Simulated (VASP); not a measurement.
Here is a VASP 6.6.1 calculation.

INCAR

```
SYSTEM = HfC
PREC = Accurate
ENCUT = 600
EDIFF = 1E-7
ISMEAR = 0
SIGMA = 0.1
LREAL = .False.
LASPH = .True.
NELM = 120
ALGO = Normal
ISIF = 3
LWAVE = .False.
LCHARG = .False.
GGA = CA
IBRION = 2
NSW = 100
EDIFFG = -0.002
GGA_COMPAT = .False.
NELMIN = 4
```

Contents of KPOINTS:

```
regular mesh
0
Gamma
  16 16 16
  0 0 0
```

The input POSCAR:

```
HfC
1.0
    0.0000000000      2.3100000000      2.3100000000
    2.3100000000      0.0000000000      2.3100000000
    2.3100000000      2.3100000000      0.0000000000
Hf C
1 1
Direct
    0.0000000000      0.0000000000      0.0000000000
    0.5000000000      0.5000000000      0.5000000000
```

Potentials or basis: VASP PAW LDA potentials, release 64 (Hf_pv, C).

Command:

```bash
$ cat potpaw_LDA.64/Hf_pv/POTCAR potpaw_LDA.64/C/POTCAR > POTCAR
$ mpirun -np 1 vasp_std > vasp.out
```

Problem. Estimate the relaxed volume.

Solution. 11.98 Å³/atom.

Problem. Estimate the band gap on the k mesh.

Solution. Zero (bands 7 and 8 overlap by 1.46 eV).

Final structure:
```
Hf C
1.0
     0.00000    2.28788    2.28788
     2.28788    0.00000    2.28788
     2.28788    2.28788    0.00000
Hf C
1 1
Direct
  0.00000 0.00000 0.00000
  0.50000 0.50000 0.50000
```

Caveat: spin-orbit coupling is left out, which moves the levels of the heavy elements.
